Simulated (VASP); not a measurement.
Input of a VASP 6.6.1 run:

File INCAR:

```
SYSTEM = BiTe
PREC = Accurate
ENCUT = 520
EDIFF = 1E-6
ISMEAR = -1
SIGMA = 0.05
LREAL = .FALSE.
LASPH = .TRUE.
NELM = 80
ALGO = Normal
ISIF = 2
LWAVE = .FALSE.
LCHARG = .TRUE.
GGA = PS
LELF = .TRUE.
LVHAR = .TRUE.
NBANDS = 18
```

The input KPOINTS:

```
Automatic mesh
0
G
  7 7 7
  0 0 0
```

Contents of POSCAR:

```
BiTe
1.0
    2.5424566439      1.4678880278      2.2833192437
   -2.5424566439      1.4678880278      2.2833192437
    0.0000000000     -2.9357760555      2.2833192437
Bi Te
1 1
Direct
    0.5000000000      0.5000000000      0.5000000000
    0.0000000000      0.0000000000      0.0000000000
```

Potentials or basis: VASP PAW PBE potentials, release 64 (Bi_d, Te).

The run is started by

```console
$ cat potpaw_PBE.64/Bi_d/POTCAR potpaw_PBE.64/Te/POTCAR > POTCAR
$ mpirun -np 1 vasp_std > vasp.out
```

(1) Predict the pressure.

Results:

(1) 10.0 GPa.

Caveat: the PAW data sets were made with another functional, which shifts forces and pressure a little.
